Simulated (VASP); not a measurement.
A run of VASP 6.6.1:

File INCAR:

```
SYSTEM = Al2Au
PREC = Accurate
ENCUT = 520
EDIFF = 1E-6
ISMEAR = -1
SIGMA = 0.1
LREAL = .FALSE.
LASPH = .TRUE.
NELM = 80
ALGO = Normal
ISIF = 2
LWAVE = .FALSE.
LCHARG = .TRUE.
GGA = CA
LELF = .TRUE.
LVHAR = .TRUE.
NBANDS = 16
```

KPOINTS

```
Automatic mesh
0
G
  10 10 10
  0 0 0
```

POSCAR

```
Al2Au
1.0
    0.0000000000      2.9788460569      2.9788460569
    2.9788460569      0.0000000000      2.9788460569
    2.9788460569      2.9788460569      0.0000000000
Al Au
2 1
Direct
    0.2500000000      0.2500000000      0.2500000000
    0.7500000000      0.7500000000      0.7500000000
    0.0000000000      0.0000000000      0.0000000000
```

Potentials or basis: VASP PAW LDA potentials, release 64 (Al, Au).

The run is started by

```sh
$ cat potpaw_LDA.64/Al/POTCAR potpaw_LDA.64/Au/POTCAR > POTCAR
$ mpirun -np 1 vasp_std > vasp.out
```

Hardware: 1 thread of Intel(R) Xeon(R) Platinum 8259CL CPU @ 2.50GHz (Skylake/Cascade Lake) (shared host).

Problem. Estimate the wall time of this run.

Solution. It took 30 s on 1 thread of Intel(R) Xeon(R) Platinum 8259CL CPU @ 2.50GHz (Skylake/Cascade Lake), on a shared host, peak memory 0.17 GiB. Counts: scf iterations 12, k points 47.
